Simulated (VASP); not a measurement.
Write the native input for VASP 6.6.1 that does the following.

| Item | Value |
| --- | --- |
| Task | single point |
| Functional | r2SCAN |
| Potentials or basis | VASP PAW PBE potentials, release 64 (Ru_pv, Al) |
| Cutoff | 520 eV |
| k mesh | 9 × 9 × 9 |
| Occupations | fermi-dirac, width 0.05 eV |
| Spin | no spin polarisation |
| Dipole correction | no |
| Further INCAR settings | ALGO = Normal; EDIFF = 1e-06; NBANDS = 16 |

Crystal: AlRu.

```
Ru Al
1.0
     2.97152    0.00000    0.00000
     0.00000    2.97152    0.00000
     0.00000    0.00000    2.97152
Ru Al
1 1
Direct
  0.50000 0.50000 0.50000
  0.00000 0.00000 0.00000
```

The input as run:

POSCAR

```
AlRu
1.0
    2.9715215427      0.0000000000      0.0000000000
    0.0000000000      2.9715215427      0.0000000000
    0.0000000000      0.0000000000      2.9715215427
Ru Al
1 1
Direct
    0.5000000000      0.5000000000      0.5000000000
    0.0000000000      0.0000000000      0.0000000000
```

INCAR.step1

```
SYSTEM = AlRu
ALGO = Normal
EDIFF = 1E-4
ENCUT = 520
GGA = PE
ISMEAR = -1
LASPH = .True.
LCHARG = .False.
LREAL = .False.
LWAVE = .True.
NBANDS = 16
NELM = 80
PREC = Accurate
SIGMA = 0.05
```

INCAR.step2

```
SYSTEM = AlRu
ALGO = Normal
EDIFF = 1E-6
ENCUT = 520
ISIF = 2
ISMEAR = -1
ISTART = 1
LASPH = .True.
LCHARG = .False.
LMIXTAU = .True.
LREAL = .False.
LWAVE = .False.
METAGGA = R2SCAN
NBANDS = 16
NELM = 80
PREC = Accurate
SIGMA = 0.05
```

KPOINTS

```
k-points
0
Gamma
  9 9 9
  0 0 0
```

Potentials or basis: VASP PAW PBE potentials, release 64 (Ru_pv, Al).

Run with:

```sh
$ cat potpaw_PBE.64/Ru_pv/POTCAR potpaw_PBE.64/Al/POTCAR > POTCAR
$ cp INCAR.step1 INCAR
$ mpirun -np 1 vasp_std > vasp.out
$ cp INCAR.step2 INCAR
$ mpirun -np 1 vasp_std > vasp.out
```

It gave:

```yaml
Pressure: 2.6 GPa
```

Caveat: the PAW data sets were made with another functional, which shifts forces and pressure a little.

Run time: 18 s on 1 thread of Intel(R) Xeon(R) 6975P-C (Granite Rapids), with other jobs on the host, peak memory 0.15 GiB.
